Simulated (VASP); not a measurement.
# BAs (F-43m) in VASP: notebook, part 2 of 2

VASP 6.6.1. Earlier steps stand in the parts before.

## Step 3: Single point, PBEsol

This run uses another cell than the first one, of 12.60 Å³/atom, 1.028 times its volume.

Input file INCAR:

```
  ALGO = Normal
  EDIFF = 1E-6
  ENCUT = 520
  GGA = PS
  ISIF = 2
  ISMEAR = 0
  LASPH = True
  LCHARG = False
  LREAL = False
  LWAVE = False
  NBANDS = 11
  NELM = 100
  PREC = Accurate
  SIGMA = 0.01
```

Input file KPOINTS:

```
k-points
0
Gamma
  8 8 8
```

Input file POSCAR:

```
BAs
1.0
    0.0000000000      2.3272291953      2.3272291953
    2.3272291953      0.0000000000      2.3272291953
    2.3272291953      2.3272291953      0.0000000000
B As
1 1
Direct
    0.0000000000      0.0000000000      0.0000000000
    0.2500000000      0.2500000000      0.2500000000
```

Potentials or basis: VASP PAW PBE potentials, release 64 (B, As).

Run with:

```console
$ cat potpaw_PBE.64/B/POTCAR potpaw_PBE.64/As/POTCAR > POTCAR
$ mpirun -np 1 vasp_std > vasp.out
```

OUTCAR:

```text
EDIFF = 1E-6
   ENCUT = 520
   GGA = PS
   ISIF = 2
   ISMEAR = 0
   LASPH = True
   LREAL = False
   NELM = 100
   PREC = Accurate

 ion  position               nearest neighbor table
   1  0.000  0.000  0.000-   2 2.02   2 2.02   2 2.02   2 2.02
   2  0.250  0.250  0.250-   1 2.02   1 2.02   1 2.02   1 2.02

  LATTYP: Found a face centered cubic cell.
 ALAT       =     4.6544583906

  Lattice vectors:

 A1 = (   0.0000000000,   2.3272291953,   2.3272291953)
 A2 = (   2.3272291953,   0.0000000000,   2.3272291953)
 A3 = (   2.3272291953,   2.3272291953,   0.0000000000)

Analysis of symmetry for initial positions (statically):
=====================================================================
 Subroutine PRICEL returns:
 Original cell was already a primitive cell.

 Routine SETGRP: Setting up the symmetry group for a
 face centered cubic supercell.

 Subroutine GETGRP returns: Found 24 space group operations
 (whereof 24 operations were pure point group operations)
 out of a pool of 48 trial point group operations.

The static configuration has the point symmetry T_d .

Analysis of symmetry for dynamics (positions and initial velocities):
=====================================================================
 Subroutine PRICEL returns:
 Original cell was already a primitive cell.

 Routine SETGRP: Setting up the symmetry group for a
 face centered cubic supercell.

 Subroutine GETGRP returns: Found 24 space group operations
 (whereof 24 operations were pure point group operations)
 out of a pool of 48 trial point group operations.

The dynamic configuration has the point symmetry T_d .

 Subroutine INISYM returns: Found 24 space group operations
 (whereof 24 operations are pure point group operations),
 and found     1 'primitive' translations

----------------------------------------------------------------------------------------

                                     Primitive cell
[... 112 lines left out ...]
  volume/ion in A,a.u.               =      12.60        85.06
  Fermi-wavevector in a.u.,A,eV,Ry     =   1.116664  2.110188 16.965614  1.246937
  Thomas-Fermi vector in A             =   2.253279
   LORBIT       =      0    0 simple, 1 ext, 2 COOP (PROOUT), +10 PAW based schemes
   GGA     = PS    functional components
   LHFCALC =     F    Hartree Fock is set to
   AEXX    =    0.0000 exact exchange contribution
   IVDW    =     0    specifies the selected vdW correction
   LEPSILON=     F    determine dielectric tensor
   LRPA    =     F    only Hartree local field effects (RPA)
 non-spin polarized calculation
 Gauss-broadening in eV      SIGMA  =   0.01
  energy-cutoff  :      520.00
  volume of cell :       25.21
 maximum number of plane-waves:       700
   NGX = 13   NGY = 13   NGZ = 13

 number of electron       8.0000000 magnetization

 Free energy of the ion-electron system (eV)
  ---------------------------------------------------
  ext. energy  EPLUGINS =         0.00000000
  ---------------------------------------------------
  free energy    TOTEN  =       -12.12325319 eV

  energy without entropy =      -12.12325319  energy(sigma->0) =      -12.12325319

 E-fermi :   6.9873     XC(G=0): -11.0649

 val. band max:        6.9331640765   @ k =   0.0000   0.0000   0.0000
 cond. band min:       7.9495326618   @ k =   0.3750   0.3750   0.0000
 fundamental gap:      1.0163685853
 Fermi energy:         6.9872885832

 k-point     1 :       0.0000    0.0000    0.0000
  band No.  band energies     occupation
      1      -9.2422      2.00000
      2       6.9332      2.00000
      3       6.9332      2.00000
      4       6.9332      2.00000
      5      10.2746      0.00000
      6      10.2746      0.00000
      7      10.2746      0.00000
      8      12.6244      0.00000
      9      16.6826      0.00000
     10      20.1924      0.00000
     11      20.1924      0.00000
[... 309 lines left out ...]
 k-point    24 :      -0.3750    0.2500    0.1250
  band No.  band energies     occupation
      1      -5.4381      2.00000
      2      -1.9069      2.00000
      3       2.0472      2.00000
      4       3.5634      2.00000
      5      10.9320      0.00000
      6      11.8684      0.00000
      7      14.8065      0.00000
      8      16.3725      0.00000
      9      17.5414      0.00000
     10      21.5573      0.00000
     11      22.6085      0.00000

 [... further k-points ...]
[... 5 lines left out ...]
  --------------------------------------------------------------------------------------
  -------------------------------------------------------------------------------------
  Total        2.0386917      2.0386917      2.0386917      0.0000000      0.0000000      0.0000000
  in kB      129.5730442    129.5730442    129.5730442      0.0000000      0.0000000      0.0000000
  external PRESSURE =     129.5730442 kB  Pullay stress =       0.0000000 kB

 VOLUME and BASIS-vectors are now :
 -----------------------------------------------------------------------------
  energy-cutoff  :      520.00
  volume of cell :       25.21
      direct lattice vectors                 reciprocal lattice vectors
     0.000000000  2.327229195  2.327229195    -0.214847769  0.214847769  0.214847769
     2.327229195  0.000000000  2.327229195     0.214847769 -0.214847769  0.214847769
     2.327229195  2.327229195  0.000000000     0.214847769  0.214847769 -0.214847769

 POSITION                                       TOTAL-FORCE (eV/Angst)
 -----------------------------------------------------------------------------------
      0.00000      0.00000      0.00000        -0.000000      0.000000      0.000000
      1.16361      1.16361      1.16361         0.000000     -0.000000     -0.000000
 -----------------------------------------------------------------------------------
    total drift:                                0.000000      0.000000      0.000000

  FREE ENERGIE OF THE ION-ELECTRON SYSTEM (eV)
  ---------------------------------------------------
  free  energy   TOTEN  =       -12.1232531936 eV

  energy  without entropy=      -12.1232531936  energy(sigma->0) =      -12.12325319
```

Run time: 6 s. Hardware: 1 thread of Intel Xeon Platinum 8488C (Sapphire Rapids), shared host; peak memory 0.14 GiB.

What came out:

```
Free energy            : -12.1233 eV
Pressure               : 13.0 GPa
Band gap on the k mesh : 1.02 eV, indirect (least direct gap 3.34 eV)
```

Levels at points of the mesh, in eV from the valence-band top:
| k point | band 2 | band 3 | band 4 | band 5 | band 6 | band 7 |
| --- | --- | --- | --- | --- | --- | --- |
| (0.00, 0.00, 0.00) | 0.00 | 0.00 | 0.00 | 3.34 | 3.34 | 3.34 |
| (0.50, 0.00, 0.00) | -9.43 | -1.97 | -1.97 | 3.13 | 4.81 | 4.81 |
| (0.50, 0.50, 0.00) | -8.99 | -4.44 | -4.44 | 1.23 | 1.24 | 12.10 |

Caveat: the PAW data sets were made with another functional, which shifts forces and pressure a little.

## Step 4: Single point, PBEsol

This run uses another cell than the first one, of 12.94 Å³/atom, 1.056 times its volume.

Input file INCAR:

```
  ALGO = Normal
  EDIFF = 1E-6
  ENCUT = 520
  GGA = PS
  ISIF = 2
  ISMEAR = 0
  LASPH = T
  LCHARG = F
  LREAL = F
  LWAVE = F
  NBANDS = 11
  NELM = 60
  PREC = Accurate
  SIGMA = 0.01
```

KPOINTS is that of step 3.

Input file POSCAR:

```
BAs
1.0
    0.0000000000      2.3480091269      2.3480091269
    2.3480091269      0.0000000000      2.3480091269
    2.3480091269      2.3480091269      0.0000000000
B As
1 1
Direct
    0.0000000000      0.0000000000      0.0000000000
    0.2500000000      0.2500000000      0.2500000000
```

Run with:

```console
$ cat potpaw_PBE.64/B/POTCAR potpaw_PBE.64/As/POTCAR > POTCAR
$ mpirun -np 1 vasp_std > vasp.out
```

Wall time 10 s (1 thread of Intel Xeon Platinum 8488C (Sapphire Rapids), shared host); peak memory 0.15 GiB.

It converged, with:

* Free energy: -12.1680 eV
* Pressure: 8.1 GPa
* Band gap on the k mesh: 1.04 eV, indirect (least direct gap 3.31 eV)

Levels at points of the mesh, in eV from the valence-band top:
| k point | band 1 | band 2 | band 3 | band 4 | band 5 | band 6 | band 7 | band 8 |
| --- | --- | --- | --- | --- | --- | --- | --- | --- |
| (0.00, 0.00, 0.00) | -15.92 | 0.00 | 0.00 | 0.00 | 3.31 | 3.31 | 3.31 | 5.34 |
| (0.50, 0.00, 0.00) | -12.84 | -9.22 | -1.92 | -1.92 | 2.96 | 4.78 | 4.78 | 8.79 |
| (0.50, 0.50, 0.00) | -11.45 | -8.83 | -4.33 | -4.33 | 1.26 | 1.27 | 11.84 | 11.84 |

Caveat: the PAW data sets were made with another functional, which shifts forces and pressure a little.

## Step 5: The runs side by side

| cell | gap on the mesh (eV) | pressure (GPa) |
| --- | --- | --- |
| a = 3.261 Å, angles 60.0°, 2 atoms | 0.99 | 18.5 |
| a = 3.291 Å, angles 60.0°, 2 atoms | 1.02 | 13.0 |
| a = 3.321 Å, angles 60.0°, 2 atoms | 1.04 | 8.1 |

Alike in all rows: task single point; level PBEsol; potentials or basis VASP PAW PBE potentials, release 64 (B, As); no spin polarisation; k mesh 8 × 8 × 8; cutoff (eV) 520; smearing gaussian 0.01 eV.

Caveats: the PAW data sets were made with another functional, which shifts forces and pressure a little.

Total energies depend on the potentials used, so only differences within one code and one set of settings carry meaning.
